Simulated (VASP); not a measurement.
Here is a VASP 6.6.1 calculation.

Contents of INCAR:

```
SYSTEM = Co
PREC = Accurate
ENCUT = 520
EDIFF = 1E-6
ISMEAR = -1
SIGMA = 0.05
LREAL = .False.
LASPH = .True.
NELM = 60
ALGO = Normal
ISIF = 2
LWAVE = .False.
LCHARG = .True.
LDIPOL = .True.
IDIPOL = 3
DIPOL = 0.5 0.5 0.500
GGA = PE
LELF = .True.
LVHAR = .True.
LVACPOTAV = .True.
NBANDS = 40
```

The input KPOINTS:

```
regular mesh
0
Gamma
  10 10 1
  0 0 0
```

The input POSCAR:

```
Co
1.0
    2.5395032940      0.0000000000      0.0000000000
    0.0000000000      2.5395032940      0.0000000000
    0.0000000000      0.0000000000     25.7742000000
Co
7
Direct
    0.5000000000      0.5000000000      0.2909886631
    0.0000000000      0.0000000000      0.3606591087
    0.5000000000      0.5000000000      0.4303295544
    0.0000000000      0.0000000000      0.5000000000
    0.5000000000      0.5000000000      0.5696704456
    0.0000000000      0.0000000000      0.6393408913
    0.5000000000      0.5000000000      0.7090113369
```

Potentials or basis: VASP PAW PBE potentials, release 64 (Co).

Run with:

```console
$ cat potpaw_PBE.64/Co/POTCAR > POTCAR
$ mpirun -np 1 vasp_std > vasp.out
```

What does it give for the largest force?

1.329 eV/Å.

Predict the band gap on the k mesh.

zero (an odd number of electrons rules out a gap without spin polarisation).

Forces in eV/Å, atoms in the order of the input:
```
Co   0.000  0.000  1.329
Co   0.000  0.000 -0.449
Co   0.000  0.000 -0.006
Co   0.000  0.000  0.000
Co   0.000  0.000  0.006
Co   0.000  0.000  0.449
Co   0.000  0.000 -1.329
```

Caveat: the run has no spin polarisation, though such a crystal can be magnetic. Spin polarisation is off, so any magnetic state and its effect on volume and gap are missing.
